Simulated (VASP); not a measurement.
# Sb (Fmmm) in VASP: notebook

Runs on Sb. Level: PBEsol. Tasks: single point.

Everything below comes from runs of VASP 6.6.1. Logs are shortened: lines on timing, memory, paths and dates and some standing lists are left out, and cuts for length are marked.

**1. The cell of the first run**

Symmetry: Fmmm, No. 69, orthorhombic system. The conventional cell has a = 4.224 Å, b = 4.402 Å, c = 5.281 Å, α = 90.00°, β = 90.00°, γ = 90.00°. Sb (site symmetry mmm) has 12 Sb at 3.05 to 3.44 Å within 4.0 Å.

**2. Single point, PBEsol (strained)**

INCAR

```
SYSTEM = Sb
ALGO = Normal
EDIFF = 1E-6
ENCUT = 520
GGA = PS
ISIF = 2
ISMEAR = 0
LASPH = .True.
LCHARG = .False.
LREAL = .False.
LWAVE = .False.
NBANDS = 8
NELM = 80
PREC = Accurate
SIGMA = 0.1
```

KPOINTS

```
k-points
0
Gamma
  16 16 16
  0 0 0
```

POSCAR

```
Sb
1.0
   -1.4933146268      1.4933146268      2.6406144506
    1.4933146268     -1.4933146268      2.6406144506
    1.5563762342      1.5563762342     -2.6406144506
Sb
1
Direct
    0.0000000000      0.0000000000      0.0000000000
```

Potentials or basis: VASP PAW PBE potentials, release 64 (Sb).

Command:

```
cat potpaw_PBE.64/Sb/POTCAR > POTCAR
mpirun -np 1 vasp_std > vasp.out
```

OUTCAR:

```text
SYSTEM = Sb
   EDIFF = 1E-6
   ENCUT = 520
   GGA = PS
   ISIF = 2
   ISMEAR = 0
   LASPH = .True.
   LREAL = .False.
   NELM = 80
   PREC = Accurate

 ion  position               nearest neighbor table
   1  0.000  0.000  0.000-

  LATTYP: Found a face centered orthorhombic cell.
 ALAT       =     4.2237315962
 B/A-ratio  =     1.0422292839
 C/A-ratio  =     1.2503703848

  Lattice vectors:

 A1 = (   1.5563762342,   1.5563762342,   2.6406144506)
 A2 = (   1.4933146268,  -1.4933146268,   2.6406144506)
 A3 = (   3.0496908610,   0.0630616074,   0.0000000000)

Analysis of symmetry for initial positions (statically):
=====================================================================
 Subroutine PRICEL returns:
 Original cell was already a primitive cell.

 Routine SETGRP: Setting up the symmetry group for a
 face centered orthorhombic supercell.

 Subroutine GETGRP returns: Found  8 space group operations
 (whereof  8 operations were pure point group operations)
 out of a pool of  8 trial point group operations.

The static configuration has the point symmetry D_2h.

Analysis of symmetry for dynamics (positions and initial velocities):
=====================================================================
 Subroutine PRICEL returns:
 Original cell was already a primitive cell.

 Routine SETGRP: Setting up the symmetry group for a
 face centered orthorhombic supercell.

 Subroutine GETGRP returns: Found  8 space group operations
 (whereof  8 operations were pure point group operations)
 out of a pool of  8 trial point group operations.

The dynamic configuration has the point symmetry D_2h.

 Subroutine INISYM returns: Found  8 space group operations
 (whereof  8 operations are pure point group operations),
 and found     1 'primitive' translations

----------------------------------------------------------------------------------------

                                     Primitive cell

  volume of cell :      24.5488

  direct lattice vectors                    reciprocal lattice vectors
    -1.493314627  1.493314627  2.640614451    -0.006783270  0.328042352  0.189349869
     1.493314627 -1.493314627  2.640614451     0.328042352 -0.006783270  0.189349869
     1.556376234  1.556376234 -2.640614451     0.321259082  0.321259082  0.000000000

  length of vectors
     3.381245603  3.381245603  3.437653072     0.378828682  0.378828682  0.454328951

  position of ions in fractional coordinates (direct lattice)
     0.000000000  0.000000000  0.000000000

  ion indices of the primitive-cell ions
   primitive index   ion index
                 1           1

----------------------------------------------------------------------------------------

 KPOINTS: k-points

Automatic generation of k-mesh.
 Grid dimensions read from file:
 generate k-points for:   16   16   16

 Generating k-lattice:

  Cartesian coordinates                     Fractional coordinates (reciprocal lattice)
    -0.000423954  0.020502647  0.011834367     0.062500000  0.000000000 -0.000000000
     0.020502647 -0.000423954  0.011834367     0.000000000  0.062500000 -0.000000000
     0.020078693  0.020078693  0.000000000     0.000000000  0.000000000  0.062500000

  Length of vectors
     0.023676793  0.023676793  0.028395559

  Shift w.r.t. Gamma in fractional coordinates (k-lattice)
     0.000000000  0.000000000  0.000000000

 Subroutine IBZKPT returns following result:
 ===========================================

 Found    621 irreducible k-points:

 Following reciprocal coordinates:
            Coordinates               Weight
  0.000000  0.000000  0.000000      1.000000
  0.062500  0.000000  0.000000      8.000000
  0.125000  0.000000  0.000000      8.000000
  0.187500  0.000000  0.000000      8.000000
  0.250000  0.000000  0.000000      8.000000
  0.312500  0.000000 -0.000000      8.000000
[... 16 lines left out ...]
 -0.125000  0.062500  0.000000      8.000000
 -0.062500  0.062500  0.000000      2.000000
 [... further k-points ...]
   k-points           NKPTS =    621   k-points in BZ     NKDIM =    621   number of bands    NBANDS=      8
   number of dos      NEDOS =    301   number of ions     NIONS =      1
   total plane-waves  NPLWV =  21952
   dimension x,y,z NGX =    28 NGY =   28 NGZ =   28
   dimension x,y,z NGXF=    56 NGYF=   56 NGZF=   56
   ions per type =               1
   NGX,Y,Z   is equivalent  to a cutoff of  13.77, 13.77, 13.54 a.u.
   NGXF,Y,Z  is equivalent  to a cutoff of  27.53, 27.53, 27.08 a.u.
 SYSTEM =  Sb
   PREC   = accura    normal or accurate (medium, high low for compatibility)
   ISTART =      0    job   : 0-new  1-cont  2-samecut
   ICHARG =      2    charge: 1-file 2-atom 10-const
   ISPIN  =      1    spin polarized calculation?
   LNONCOLLINEAR =      F non collinear calculations
   LSORBIT =      F    spin-orbit coupling
   LASPH  =      T    aspherical Exc in radial PAW
   ENCUT  =  520.0 eV  38.22 Ry    6.18 a.u.   6.29  6.29  6.39*2*pi/ulx,y,z
   NELM   =     80;   NELMIN=  2; NELMDL= -5     # of ELM steps
   EDIFF  = 0.1E-05   stopping-criterion for ELM
   LREAL  =      F    real-space projection
   EDIFFG = 0.1E-04   stopping-criterion for IOM
   NSW    =      0    number of steps for IOM
   IBRION =     -1    ionic relax: 0-MD 1-quasi-New 2-CG
   NFREE  =      0    steps in history (QN), initial steepest desc. (CG)
   ISIF   =      2    stress and relaxation
   ISYM   =      2    0-nonsym 1-usesym 2-fastsym
   POTIM  = 0.5000    time-step for ionic-motion
   TEBEG  =    0.0;   TEEND  =   0.0 temperature during run
   PSTRESS=    0.0 pullay stress
   NELECT =       5.0000    total number of electrons
   NUPDOWN=      -1.0000    fix difference up-down
   EMIN   =  10.00;   EMAX   =-10.00  energy-range for DOS
   EFERMI =   0.00;   METHOD = LEGACY
   ISMEAR =     0;   SIGMA  =   0.10  broadening in eV -4-tet -1-fermi 0-gaus
   EFERMI_NEDOS =   21; number of points for ismear=-14 and -15
   IALGO  =     38    algorithm
   IMIX   =      4    mixing-type and parameters
     AMIX     =   0.40;   BMIX     =  1.00
     AMIX_MAG =   1.60;   BMIX_MAG =  1.00
  volume/ion in A,a.u.               =      24.55       165.66
  Fermi-wavevector in a.u.,A,eV,Ry     =   0.963210  1.820204 12.623138  0.927774
  Thomas-Fermi vector in A             =   2.092736
   LORBIT       =      0    0 simple, 1 ext, 2 COOP (PROOUT), +10 PAW based schemes
   GGA     = PS    functional components
   LHFCALC =     F    Hartree Fock is set to
   AEXX    =    0.0000 exact exchange contribution
   IVDW    =     0    specifies the selected vdW correction
   LEPSILON=     F    determine dielectric tensor
   LRPA    =     F    only Hartree local field effects (RPA)
 non-spin polarized calculation
 Gauss-broadening in eV      SIGMA  =   0.10
  energy-cutoff  :      520.00
  volume of cell :       24.55
 maximum number of plane-waves:       678
 NGX is ok and might be reduce to    28
   NGX = 13   NGY = 13   NGZ = 13

 number of electron       5.0000000 magnetization

 Free energy of the ion-electron system (eV)
  ---------------------------------------------------
  ext. energy  EPLUGINS =         0.00000000
  ---------------------------------------------------
  free energy    TOTEN  =        -4.28074827 eV

  energy without entropy =       -4.27760091  energy(sigma->0) =       -4.27917459

 E-fermi :   9.6513     XC(G=0): -10.7262

 val. band max:        9.6500221105   @ k =   0.3750   0.3750   0.0625
 cond. band min:       9.6512812824   @ k =  -0.1875  -0.2500   0.1250
 fundamental gap:      0.0012591718
 Fermi energy:         9.6512507644

 k-point     1 :       0.0000    0.0000    0.0000
  band No.  band energies     occupation
      1      -4.0966      2.00000
      2      14.9279      0.00000
      3      15.6994      0.00000
      4      15.8474      0.00000
      5      19.3942      0.00000
      6      20.3536      0.00000
      7      20.6297      0.00000
      8      20.6906      0.00000

 k-point     2 :       0.0625    0.0000    0.0000
  band No.  band energies     occupation
      1      -4.0108      2.00000
      2      14.5382      0.00000
      3      15.0742      0.00000
      4      15.7560      0.00000
      5      19.2712      0.00000
      6      19.7036      0.00000
      7      20.4351      0.00000
      8      20.9283      0.00000

 k-point     3 :       0.1250    0.0000    0.0000
  band No.  band energies     occupation
      1      -3.7536      2.00000
      2      12.9554      0.00000
      3      14.2971      0.00000
      4      15.6977      0.00000
      5      18.3579      0.00000
      6      19.5522      0.00000
      7      21.0354      0.00000
      8      21.3446      0.00000

 k-point     4 :       0.1875    0.0000    0.0000
  band No.  band energies     occupation
      1      -3.3265      2.00000
      2      10.9449      0.00000
      3      13.5881      0.00000
      4      15.6426      0.00000
      5      17.5829      0.00000
      6      19.3960      0.00000
      7      21.8308      0.00000
      8      22.0871      0.00000

 k-point     5 :       0.2500    0.0000    0.0000
  band No.  band energies     occupation
      1      -2.7333      2.00000
      2       8.9289      2.00000
      3      12.9166      0.00000
      4      15.6118      0.00000
      5      16.9647      0.00000
      6      19.3483      0.00000
      7      22.1066      0.00000
      8      22.9680      0.00000
[... 177 lines left out ...]
 k-point    22 :      -0.1875    0.0625    0.0000
  band No.  band energies     occupation
      1      -3.3510      2.00000
      2      11.4223      0.00000
      3      13.5494      0.00000
      4      15.1889      0.00000
      5      17.7393      0.00000
      6      19.6091      0.00000
      7      21.3075      0.00000
      8      22.2833      0.00000

 k-point    23 :      -0.1250    0.0625    0.0000
  band No.  band energies     occupation
      1      -3.7417      2.00000
      2      13.3926      0.00000
      3      14.2155      0.00000
      4      15.1928      0.00000
      5      18.2767      0.00000
      6      19.6573      0.00000
      7      20.9931      0.00000
      8      21.3212      0.00000

 k-point    24 :      -0.0625    0.0625    0.0000
  band No.  band energies     occupation
      1      -3.9620      2.00000
      2      14.6438      0.00000
      3      15.0026      0.00000
      4      15.1670      0.00000
      5      18.9667      0.00000
      6      20.0038      0.00000
      7      20.3428      0.00000
      8      20.7092      0.00000

 [... further k-points ...]
[... 5 lines left out ...]
  --------------------------------------------------------------------------------------
  -------------------------------------------------------------------------------------
  Total        1.0269901      1.0269901      0.7792634      0.1588366      0.0000000      0.0000000
  in kB       67.0264073     67.0264073     50.8585467     10.3664556      0.0000000      0.0000000
  external PRESSURE =      61.6371204 kB  Pullay stress =       0.0000000 kB

 VOLUME and BASIS-vectors are now :
 -----------------------------------------------------------------------------
  energy-cutoff  :      520.00
  volume of cell :       24.55
      direct lattice vectors                 reciprocal lattice vectors
    -1.493314627  1.493314627  2.640614451    -0.006783270  0.328042352  0.189349869
     1.493314627 -1.493314627  2.640614451     0.328042352 -0.006783270  0.189349869
     1.556376234  1.556376234 -2.640614451     0.321259082  0.321259082  0.000000000

 POSITION                                       TOTAL-FORCE (eV/Angst)
 -----------------------------------------------------------------------------------
      0.00000      0.00000      0.00000         0.000000      0.000000      0.000000
 -----------------------------------------------------------------------------------
    total drift:                                0.000000      0.000000     -0.000000

  FREE ENERGIE OF THE ION-ELECTRON SYSTEM (eV)
  ---------------------------------------------------
  free  energy   TOTEN  =        -4.2807482706 eV

  energy  without entropy=       -4.2776009126  energy(sigma->0) =       -4.27917459
```

Run time: 2.6 min. Hardware: 1 thread of AMD EPYC 7R43 (Zen 3), shared host; peak memory 0.22 GiB.

What came out:

```yaml
Free_energy: -4.2807 eV
Pressure: 6.2 GPa
```

Caveat: the cell differs from its parent crystal (strained); the PAW data sets were made with another functional, which shifts forces and pressure a little; spin-orbit coupling is left out, which moves the levels of the heavy elements.

**3. Single point, PBEsol (strained)**

INCAR

```
SYSTEM = Sb
PREC = Accurate
ENCUT = 520
EDIFF = 1E-6
ISMEAR = 0
SIGMA = 0.1
LREAL = .FALSE.
LASPH = .TRUE.
NELM = 100
ALGO = Normal
ISIF = 2
LWAVE = .FALSE.
LCHARG = .FALSE.
GGA = PS
NBANDS = 8
```

KPOINTS

```
regular mesh
0
G
  16 16 16
  0 0 0
```

POSCAR

```
Sb
1.0
   -1.4541533687      1.4541533687      2.7256608398
    1.4541533687     -1.4541533687      2.7256608398
    1.5802765833      1.5802765833     -2.7256608398
Sb
1
Direct
    0.0000000000      0.0000000000      0.0000000000
```

Potentials or basis: VASP PAW PBE potentials, release 64 (Sb).

Command:

```
cat potpaw_PBE.64/Sb/POTCAR > POTCAR
mpirun -np 1 vasp_std > vasp.out
```

It took 2.7 min on 1 thread of AMD EPYC 7R43 (Zen 3), shared host; peak memory 0.22 GiB.

It converged, with:

| Item | Value |
| --- | --- |
| Free energy | -4.2979 eV |
| Pressure | 4.7 GPa |

Stress tensor (GPa, compression positive):
```
5.80 1.64 0.00
1.64 5.80 0.00
0.00 0.00 2.36
```

Levels at points of the mesh, in eV from the Fermi level:
| k point | band 1 | band 2 | band 3 | band 4 | band 5 | band 6 | band 7 | band 8 |
| --- | --- | --- | --- | --- | --- | --- | --- | --- |
| (0.00, 0.00, 0.00) | -13.54 | 4.75 | 5.96 | 6.26 | 9.72 | 10.09 | 10.99 | 11.20 |
| (0.50, 0.00, 0.00) | -9.22 | -6.25 | 1.55 | 5.85 | 6.14 | 10.20 | 11.32 | 12.48 |
| (0.50, 0.50, 0.00) | -5.75 | -4.05 | -1.80 | 0.06 | 2.91 | 3.88 | 15.97 | 15.99 |
| (0.00, 0.00, 0.50) | -6.71 | -5.06 | -0.77 | 1.53 | 3.93 | 4.96 | 14.98 | 15.13 |
| (0.50, 0.50, 0.50) | -9.82 | -6.22 | 2.54 | 3.04 | 6.41 | 6.93 | 18.43 | 18.64 |

Caveat: the cell differs from its parent crystal (strained); the PAW data sets were made with another functional, which shifts forces and pressure a little; spin-orbit coupling is left out, which moves the levels of the heavy elements.
